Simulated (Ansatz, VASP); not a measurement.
Two plane-wave programs on MgS

```xyz
2
Lattice="3.2503 0.0000 0.0000 -1.6251 2.8148 0.0000 0.0000 0.0000 5.0149" Properties=species:S:1:pos:R:3 pbc="T T T"
Mg    0.0000    0.0000    4.9686
S     0.0000    0.0000    2.9863
```

Alike in both runs: task relaxation of cell and atoms; functional PBE; k mesh 6 × 6 × 4; occupations gaussian, width 0.1 eV; no spin polarisation.

|  | VASP | Ansatz |
| --- | --- | --- |
| version | VASP 6.6.1 | Ansatz 0.2.0 |
| potentials or method | VASP PAW PBE potentials, release 64 (Mg, S), cutoff 600 eV | scalar-relativistic, plane waves, PAW |
| valence electrons in the cell | 8 | 16 |

Ansatz gave:

| Item | Value |
| --- | --- |
| gap on the k mesh at the Fermi level, each at its own relaxed structure (eV) | 1.69 |
| relaxed volume (Å³/atom) | 50.67 |
| relaxed cell length with the largest relative difference (Å) | 5.132 |

**Question.** What did VASP give for the same quantities?

**Answer.** gap on the k mesh at the Fermi level, each at its own relaxed structure (eV): 1.82; relaxed volume (Å³/atom): 53.81; relaxed cell length with the largest relative difference (Å): 5.286.

One of these differences is far larger than is usual between the two programs; its cause wasn't traced. VASP's potentials hold 8 valence electrons a cell and Ansatz's 16, so a difference there can come from the potentials and not from the codes.

Noted on VASP's run: the volume moved by over 15 % at a fixed basis, so the end points are rough.
